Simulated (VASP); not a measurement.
# InSb (P4/mmm) in VASP: a series of runs

Runs on InSb. Level: LDA. Tasks: single point.

Everything below comes from runs of VASP 6.6.1. Logs are shortened: lines on timing, memory, paths and dates and some standing lists are left out, and cuts for length are marked.

## (1) The cell of the first run

It takes space group P4/mmm (No. 123, tetragonal). Conventional cell: a = 2.896 Å, b = 2.896 Å, c = 5.468 Å, α = 90.00°, β = 90.00°, γ = 90.00°. Within 3.6 Å of In (site symmetry 4/mmm) lie 2 Sb at 2.73 Å and 4 In at 2.90 Å. Within 3.6 Å of Sb (site symmetry 4/mmm) lie 2 In at 2.73 Å and 4 Sb at 2.90 Å.

## (2) Single point, LDA (22.93 Å³/atom)

The input, INCAR:

```
PREC = Accurate ; ENCUT = 520
EDIFF = 1E-6 ; ISMEAR = 0
SIGMA = 0.15 ; LREAL = False
LASPH = True ; NELM = 80
ALGO = Normal ; ISIF = 2
LWAVE = False ; LCHARG = False
NBANDS = 16
```

The input, KPOINTS:

```
regular mesh
0
Gamma
  16 16 8
```

The input, POSCAR:

```
InSb
1.0
    2.8960387817      0.0000000000      0.0000000000
    0.0000000000      2.8960387817      0.0000000000
    0.0000000000      0.0000000000      5.4677212199
In Sb
1 1
Direct
    0.0000000000      0.0000000000      0.0000000000
    0.0000000000      0.0000000000      0.5000000000
```

Potentials or basis: VASP PAW LDA potentials, release 64 (In_d, Sb).

Run with:

```sh
cat potpaw_LDA.64/In_d/POTCAR potpaw_LDA.64/Sb/POTCAR > POTCAR
mpirun -np 1 vasp_std > vasp.out
```

OUTCAR:

```text
PREC = Accurate
   ENCUT = 520
   EDIFF = 1E-6
   ISMEAR = 0
   LREAL = False
   LASPH = True
   NELM = 80
   ISIF = 2

 ion  position               nearest neighbor table
   1  0.000  0.000  0.000-   2 2.73   2 2.73
   2  0.000  0.000  0.500-   1 2.73   1 2.73

  LATTYP: Found a simple tetragonal cell.
 ALAT       =     2.8960387817
 C/A-ratio  =     1.8880000000

  Lattice vectors:

 A1 = (   2.8960387817,   0.0000000000,   0.0000000000)
 A2 = (   0.0000000000,   2.8960387817,   0.0000000000)
 A3 = (   0.0000000000,   0.0000000000,   5.4677212199)

Analysis of symmetry for initial positions (statically):
=====================================================================
 Subroutine PRICEL returns:
 Original cell was already a primitive cell.

 Routine SETGRP: Setting up the symmetry group for a
 simple tetragonal supercell.

 Subroutine GETGRP returns: Found 16 space group operations
 (whereof 16 operations were pure point group operations)
 out of a pool of 16 trial point group operations.

The static configuration has the point symmetry D_4h.

Analysis of symmetry for dynamics (positions and initial velocities):
=====================================================================
 Subroutine PRICEL returns:
 Original cell was already a primitive cell.

 Routine SETGRP: Setting up the symmetry group for a
 simple tetragonal supercell.

 Subroutine GETGRP returns: Found 16 space group operations
 (whereof 16 operations were pure point group operations)
 out of a pool of 16 trial point group operations.

The dynamic configuration has the point symmetry D_4h.

 Subroutine INISYM returns: Found 16 space group operations
 (whereof 16 operations are pure point group operations),
 and found     1 'primitive' translations

----------------------------------------------------------------------------------------

                                     Primitive cell

  volume of cell :      45.8580

  direct lattice vectors                    reciprocal lattice vectors
     2.896038782  0.000000000  0.000000000     0.345299243  0.000000000  0.000000000
     0.000000000  2.896038782  0.000000000     0.000000000  0.345299243  0.000000000
     0.000000000  0.000000000  5.467721220     0.000000000  0.000000000  0.182891548

  length of vectors
     2.896038782  2.896038782  5.467721220     0.345299243  0.345299243  0.182891548

  position of ions in fractional coordinates (direct lattice)
     0.000000000  0.000000000  0.000000000
     0.000000000  0.000000000  0.500000000

  ion indices of the primitive-cell ions
   primitive index   ion index
                 1           1
                 2           2

----------------------------------------------------------------------------------------

 KPOINTS: regular mesh

Automatic generation of k-mesh.
 Grid dimensions read from file:
 generate k-points for:   16   16    8

 Generating k-lattice:

  Cartesian coordinates                     Fractional coordinates (reciprocal lattice)
     0.021581203  0.000000000  0.000000000     0.062500000  0.000000000  0.000000000
     0.000000000  0.021581203  0.000000000     0.000000000  0.062500000  0.000000000
     0.000000000  0.000000000  0.022861444     0.000000000  0.000000000  0.125000000

  Length of vectors
     0.021581203  0.021581203  0.022861444

  Shift w.r.t. Gamma in fractional coordinates (k-lattice)
     0.000000000  0.000000000  0.000000000

 Subroutine IBZKPT returns following result:
 ===========================================

 Found    225 irreducible k-points:

 Following reciprocal coordinates:
            Coordinates               Weight
  0.000000  0.000000  0.000000      1.000000
  0.062500  0.000000  0.000000      4.000000
  0.125000  0.000000  0.000000      4.000000
  0.187500  0.000000  0.000000      4.000000
  0.250000  0.000000  0.000000      4.000000
  0.312500  0.000000  0.000000      4.000000
[... 16 lines left out ...]
  0.437500  0.125000  0.000000      8.000000
  0.500000  0.125000  0.000000      4.000000
 [... further k-points ...]
   k-points           NKPTS =    225   k-points in BZ     NKDIM =    225   number of bands    NBANDS=     16
   number of dos      NEDOS =    301   number of ions     NIONS =      2
   total plane-waves  NPLWV =  24192
   dimension x,y,z NGX =    24 NGY =   24 NGZ =   42
   dimension x,y,z NGXF=    48 NGYF=   48 NGZF=   84
   ions per type =               1   1
   NGX,Y,Z   is equivalent  to a cutoff of  13.78, 13.78, 12.77 a.u.
   NGXF,Y,Z  is equivalent  to a cutoff of  27.55, 27.55, 25.54 a.u.
 SYSTEM =  unknown system
   PREC   = accura    normal or accurate (medium, high low for compatibility)
   ISTART =      0    job   : 0-new  1-cont  2-samecut
   ICHARG =      2    charge: 1-file 2-atom 10-const
   ISPIN  =      1    spin polarized calculation?
   LNONCOLLINEAR =      F non collinear calculations
   LSORBIT =      F    spin-orbit coupling
   LASPH  =      T    aspherical Exc in radial PAW
   ENCUT  =  520.0 eV  38.22 Ry    6.18 a.u.   5.38  5.38 10.17*2*pi/ulx,y,z
   NELM   =     80;   NELMIN=  2; NELMDL= -5     # of ELM steps
   EDIFF  = 0.1E-05   stopping-criterion for ELM
   LREAL  =      F    real-space projection
   EDIFFG = 0.1E-04   stopping-criterion for IOM
   NSW    =      0    number of steps for IOM
   IBRION =     -1    ionic relax: 0-MD 1-quasi-New 2-CG
   NFREE  =      0    steps in history (QN), initial steepest desc. (CG)
   ISIF   =      2    stress and relaxation
   ISYM   =      2    0-nonsym 1-usesym 2-fastsym
   POTIM  = 0.5000    time-step for ionic-motion
   TEBEG  =    0.0;   TEEND  =   0.0 temperature during run
   PSTRESS=    0.0 pullay stress
   NELECT =      18.0000    total number of electrons
   NUPDOWN=      -1.0000    fix difference up-down
   EMIN   =  10.00;   EMAX   =-10.00  energy-range for DOS
   EFERMI =   0.00;   METHOD = LEGACY
   ISMEAR =     0;   SIGMA  =   0.15  broadening in eV -4-tet -1-fermi 0-gaus
   EFERMI_NEDOS =   21; number of points for ismear=-14 and -15
   IALGO  =     38    algorithm
   IMIX   =      4    mixing-type and parameters
     AMIX     =   0.40;   BMIX     =  1.00
     AMIX_MAG =   1.60;   BMIX_MAG =  1.00
  volume/ion in A,a.u.               =      22.93       154.73
  Fermi-wavevector in a.u.,A,eV,Ry     =   1.198654  2.265128 19.548473  1.436772
  Thomas-Fermi vector in A             =   2.334538
   LORBIT       =      0    0 simple, 1 ext, 2 COOP (PROOUT), +10 PAW based schemes
   GGA     = CA    functional components
   LHFCALC =     F    Hartree Fock is set to
   AEXX    =    0.0000 exact exchange contribution
   IVDW    =     0    specifies the selected vdW correction
   LEPSILON=     F    determine dielectric tensor
   LRPA    =     F    only Hartree local field effects (RPA)
 non-spin polarized calculation
 Gauss-broadening in eV      SIGMA  =   0.15
  energy-cutoff  :      520.00
  volume of cell :       45.86
 maximum number of plane-waves:      1256
 NGX is ok and might be reduce to    24
   NGX = 11   NGY = 11   NGZ = 21

 number of electron      17.9999998 magnetization

 Free energy of the ion-electron system (eV)
  ---------------------------------------------------
  ext. energy  EPLUGINS =         0.00000000
  ---------------------------------------------------
  free energy    TOTEN  =        -7.53716291 eV

  energy without entropy =       -7.52559787  energy(sigma->0) =       -7.53138039

 E-fermi :   9.7492     XC(G=0): -11.0116

 val. band max:        9.7371810134   @ k =   0.0625   0.0000   0.5000
 cond. band min:       9.7499481207   @ k =   0.5000   0.0625   0.2500
 fundamental gap:      0.0127671074
 Fermi energy:         9.7492497651

 k-point     1 :       0.0000    0.0000    0.0000
  band No.  band energies     occupation
      1      -5.7062      2.00000
      2      -5.6466      2.00000
      3      -4.8598      2.00000
      4      -4.8598      2.00000
      5      -4.6525      2.00000
      6      -3.5494      2.00000
[... 8 lines left out ...]
     15      19.9897      0.00000
     16      21.6913      0.00000

 k-point     2 :       0.0625    0.0000    0.0000
  band No.  band energies     occupation
      1      -5.6870      2.00000
      2      -5.6301      2.00000
      3      -4.8767      2.00000
      4      -4.8585      2.00000
      5      -4.6640      2.00000
      6      -3.4800      2.00000
[... 8 lines left out ...]
     15      20.0874      0.00000
     16      20.4906      0.00000

 k-point     3 :       0.1250    0.0000    0.0000
  band No.  band energies     occupation
      1      -5.6514      2.00000
      2      -5.5648      2.00000
      3      -4.9243      2.00000
      4      -4.8546      2.00000
      5      -4.6966      2.00000
      6      -3.2708      2.00000
[... 8 lines left out ...]
     15      20.3764      0.00000
     16      20.4959      0.00000

 k-point     4 :       0.1875    0.0000    0.0000
  band No.  band energies     occupation
      1      -5.6185      2.00000
      2      -5.4487      2.00000
      3      -4.9939      2.00000
      4      -4.8489      2.00000
      5      -4.7450      2.00000
      6      -2.9204      2.00000
[... 8 lines left out ...]
     15      20.8432      0.00000
     16      21.2326      0.00000

 k-point     5 :       0.2500    0.0000    0.0000
  band No.  band energies     occupation
      1      -5.5871      2.00000
      2      -5.3068      2.00000
      3      -5.0738      2.00000
      4      -4.8422      2.00000
      5      -4.8014      2.00000
      6      -2.4310      2.00000
[... 8 lines left out ...]
     15      21.4646      0.00000
     16      21.6676      0.00000

 k-point     6 :       0.3125    0.0000    0.0000
  band No.  band energies     occupation
      1      -5.5592      2.00000
      2      -5.1636      2.00000
      3      -5.1515      2.00000
      4      -4.8572      2.00000
      5      -4.8354      2.00000
      6      -1.8139      2.00000
[... 8 lines left out ...]
     15      22.0372      0.00000
     16      22.2028      0.00000

 k-point     7 :       0.3750    0.0000    0.0000
  band No.  band energies     occupation
      1      -5.5372      2.00000
      2      -5.2157      2.00000
      3      -5.0416      2.00000
      4      -4.9039      2.00000
      5      -4.8297      2.00000
      6      -1.1035      2.00000
[... 8 lines left out ...]
     15      22.3183      0.00000
     16      22.9029      0.00000

 k-point     8 :       0.4375    0.0000    0.0000
  band No.  band energies     occupation
      1      -5.5233      2.00000
      2      -5.2578      2.00000
      3      -4.9600      2.00000
      4      -4.9350      2.00000
      5      -4.8258      2.00000
      6      -0.4072      2.00000
[... 8 lines left out ...]
     15      22.0092      0.00000
     16      22.3123      0.00000

 k-point     9 :       0.5000    0.0000    0.0000
  band No.  band energies     occupation
      1      -5.5185      2.00000
      2      -5.2725      2.00000
      3      -4.9458      2.00000
      4      -4.9313      2.00000
      5      -4.8245      2.00000
      6      -0.0591      2.00000
[... 8 lines left out ...]
     15      21.4168      0.00000
     16      22.0761      0.00000
[... 172 lines left out ...]
 k-point    19 :       0.1875    0.1250    0.0000
  band No.  band energies     occupation
      1      -5.5111      2.00000
      2      -5.4148      2.00000
      3      -4.9882      2.00000
      4      -4.9099      2.00000
      5      -4.7997      2.00000
      6      -2.6443      2.00000
[... 8 lines left out ...]
     15      19.4772      0.00000
     16      20.9598      0.00000

 k-point    20 :       0.2500    0.1250    0.0000
  band No.  band energies     occupation
      1      -5.4816      2.00000
      2      -5.2681      2.00000
      3      -5.0663      2.00000
      4      -4.9025      2.00000
      5      -4.8617      2.00000
      6      -2.1571      2.00000
[... 8 lines left out ...]
     15      19.8775      0.00000
     16      21.2191      0.00000

 k-point    21 :       0.3125    0.1250    0.0000
  band No.  band energies     occupation
      1      -5.4542      2.00000
      2      -5.1427      2.00000
      3      -5.1213      2.00000
      4      -4.9226      2.00000
      5      -4.8948      2.00000
      6      -1.5426      2.00000
[... 8 lines left out ...]
     15      20.3720      0.00000
     16      20.5180      0.00000

 k-point    22 :       0.3750    0.1250    0.0000
  band No.  band energies     occupation
      1      -5.4324      2.00000
      2      -5.2059      2.00000
      3      -4.9971      2.00000
      4      -4.9732      2.00000
      5      -4.8882      2.00000
      6      -0.8345      2.00000
[... 8 lines left out ...]
     15      20.2267      0.00000
     16      20.9173      0.00000

 k-point    23 :       0.4375    0.1250    0.0000
  band No.  band energies     occupation
      1      -5.4183      2.00000
      2      -5.2475      2.00000
      3      -5.0075      2.00000
      4      -4.9132      2.00000
      5      -4.8838      2.00000
      6      -0.1407      2.00000
[... 8 lines left out ...]
     15      21.0176      0.00000
     16      21.4112      0.00000

 k-point    24 :       0.5000    0.1250    0.0000
  band No.  band energies     occupation
      1      -5.4135      2.00000
      2      -5.2619      2.00000
      3      -5.0193      2.00000
      4      -4.8840      2.00000
      5      -4.8822      2.00000
      6       0.2057      2.00000
[... 8 lines left out ...]
     15      21.5587      0.00000
     16      21.6363      0.00000

 [... further k-points ...]

------------------------ aborting loop because EDIFF is reached ----------------------------------------

  FORCE on cell =-STRESS in cart. coord.  units (eV):
  Direction    XX          YY          ZZ          XY          YZ          ZX
  --------------------------------------------------------------------------------------
  -------------------------------------------------------------------------------------
  Total        3.1955534      3.1955534      6.9656915      0.0000000     -0.0000000      0.0000000
  in kB      111.6455859    111.6455859    243.3658898      0.0000000     -0.0000000      0.0000000
  external PRESSURE =     155.5523538 kB  Pullay stress =       0.0000000 kB

 VOLUME and BASIS-vectors are now :
 -----------------------------------------------------------------------------
  energy-cutoff  :      520.00
  volume of cell :       45.86
      direct lattice vectors                 reciprocal lattice vectors
     2.896038782  0.000000000  0.000000000     0.345299243  0.000000000  0.000000000
     0.000000000  2.896038782  0.000000000     0.000000000  0.345299243  0.000000000
     0.000000000  0.000000000  5.467721220     0.000000000  0.000000000  0.182891548

 POSITION                                       TOTAL-FORCE (eV/Angst)
 -----------------------------------------------------------------------------------
      0.00000      0.00000      0.00000         0.000000      0.000000      0.000000
      0.00000      0.00000      2.73386         0.000000      0.000000      0.000000
 -----------------------------------------------------------------------------------
    total drift:                                0.000000     -0.000000     -0.000000

  FREE ENERGIE OF THE ION-ELECTRON SYSTEM (eV)
  ---------------------------------------------------
  free  energy   TOTEN  =        -7.5371629089 eV

  energy  without entropy=       -7.5255978743  energy(sigma->0) =       -7.53138039
```

Run time: 59 s. Hardware: 1 thread of Intel Xeon Platinum 8375C at 2.90GHz (Ice Lake), shared host; peak memory 0.28 GiB.

Results:

| Item | Value |
| --- | --- |
| Free energy | -7.5372 eV |
| Pressure | 15.6 GPa |
| Band gap on the k mesh | zero (bands 9 and 10 overlap by 6.39 eV) |

Caveat: the cell stands under pressure; spin-orbit coupling is left out, which moves the levels of the heavy elements.

## (3) Single point, LDA (25.11 Å³/atom)

This run uses another cell than the first one, of 25.11 Å³/atom.

The input, INCAR:

```
SYSTEM = InSb
PREC = Accurate
ENCUT = 520
EDIFF = 1E-7
ISMEAR = 0
SIGMA = 0.15
LREAL = .FALSE.
LASPH = .TRUE.
NELM = 60
ALGO = Normal
ISIF = 2
LWAVE = .FALSE.
LCHARG = .TRUE.
LELF = .TRUE.
LVHAR = .TRUE.
NBANDS = 16
```

The input, KPOINTS:

```
Automatic mesh
0
G
  16 16 8
  0 0 0
```

The input, POSCAR:

```
InSb
1.0
    2.9258357378      0.0000000000      0.0000000000
    0.0000000000      2.9258357378      0.0000000000
    0.0000000000      0.0000000000      5.8671705359
In Sb
1 1
Direct
    0.0000000000      0.0000000000      0.0000000000
    0.0000000000      0.0000000000      0.5000000000
```

Potentials or basis: VASP PAW LDA potentials, release 64 (In_d, Sb).

Run with:

```sh
cat potpaw_LDA.64/In_d/POTCAR potpaw_LDA.64/Sb/POTCAR > POTCAR
mpirun -np 1 vasp_std > vasp.out
```

It took 78 s on 1 thread of Intel Xeon Platinum 8375C at 2.90GHz (Ice Lake), shared host; peak memory 0.3 GiB.

It converged, with:

```
Free energy            : -7.8892 eV
Pressure               : 5.9 GPa
Band gap on the k mesh : zero (bands 9 and 10 overlap by 6.75 eV)
```

Stress tensor (GPa, compression positive):
```
5.95 0.00 0.00
0.00 5.95 0.00
0.00 0.00 5.73
```

Levels at points of the mesh, in eV from the Fermi level:
| k point | band 6 | band 7 | band 8 | band 9 | band 10 | band 11 | band 12 | band 13 |
| --- | --- | --- | --- | --- | --- | --- | --- | --- |
| (0.00, 0.00, 0.00) | -12.67 | -7.36 | -5.48 | 4.72 | 4.72 | 5.81 | 8.02 | 8.88 |
| (0.50, 0.00, 0.00) | -9.34 | -5.97 | -3.13 | -2.76 | -2.00 | 2.75 | 7.45 | 8.97 |
| (0.50, 0.50, 0.00) | -5.76 | -3.43 | -3.43 | -0.14 | 0.98 | 0.98 | 1.70 | 2.43 |
| (0.00, 0.00, 0.50) | -12.51 | -9.12 | -0.91 | 0.06 | 4.99 | 4.99 | 8.04 | 8.78 |
| (0.50, 0.00, 0.50) | -9.31 | -5.61 | -5.22 | -3.02 | 2.28 | 3.39 | 5.83 | 6.85 |
| (0.50, 0.50, 0.50) | -5.79 | -3.14 | -3.14 | -1.43 | 0.09 | 0.09 | 2.70 | 4.69 |

Caveat: the cell stands under pressure; spin-orbit coupling is left out, which moves the levels of the heavy elements.

## (4) Single point, LDA (25.11 Å³/atom)

This run uses another cell than the first one, of 25.11 Å³/atom.

The input, INCAR:

```
SYSTEM = InSb
ALGO = Normal ; EDIFF = 1E-6
ENCUT = 520 ; ISIF = 2
ISMEAR = 0 ; LASPH = .True.
LCHARG = .True. ; LELF = .True.
LREAL = .False. ; LVHAR = .True.
LWAVE = .False. ; NBANDS = 16
NELM = 60 ; PREC = Accurate
SIGMA = 0.15
```

The input, KPOINTS:

```
k-points
0
Gamma
  16 16 8
  0 0 0
```

The input, POSCAR:

```
InSb
1.0
    2.8105595979      0.0000000000      0.0000000000
    0.0000000000      2.8105595979      0.0000000000
    0.0000000000      0.0000000000      6.3583289783
In Sb
1 1
Direct
    0.0000000000      0.0000000000      0.0000000000
    0.0000000000      0.0000000000      0.5000000000
```

Run with:

```sh
cat potpaw_LDA.64/In_d/POTCAR potpaw_LDA.64/Sb/POTCAR > POTCAR
mpirun -np 1 vasp_std > vasp.out
```

Run time: 64 s. Hardware: 1 thread of Intel Xeon Platinum 8375C at 2.90GHz (Ice Lake), shared host; peak memory 0.3 GiB.

Results (log left out):

```
Free energy            : -7.6546 eV
Pressure               : 8.3 GPa
Band gap on the k mesh : zero (bands 9 and 10 overlap by 5.76 eV)
```

Stress tensor (GPa, compression positive):
```
14.24  0.00  0.00
 0.00 14.24  0.00
 0.00  0.00 -3.72
```

Levels at points of the mesh, in eV from the Fermi level:
```tsv
k point	band 5	band 6	band 7	band 8	band 9	band 10	band 11	band 12	band 13	band 14
(0.00, 0.00, 0.00)	-14.25	-13.08	-8.30	-5.54	3.30	5.80	5.80	7.17	8.70	10.57
(0.50, 0.00, 0.00)	-14.35	-9.16	-6.27	-3.37	-2.69	-2.28	2.59	6.88	9.16	10.40
(0.50, 0.50, 0.00)	-13.90	-4.79	-3.38	-3.38	0.77	0.77	0.91	2.18	2.61	6.27
(0.00, 0.00, 0.50)	-14.25	-12.99	-9.28	-2.39	-1.13	5.92	5.92	8.69	9.96	9.96
(0.50, 0.00, 0.50)	-14.34	-9.15	-6.11	-4.65	-3.22	1.20	2.68	4.82	5.96	9.28
(0.50, 0.50, 0.50)	-13.90	-4.81	-3.25	-3.25	-0.15	0.32	0.32	2.74	5.05	5.57
```

Caveat: the cell stands under pressure; spin-orbit coupling is left out, which moves the levels of the heavy elements.

[end of part 1 of 2]
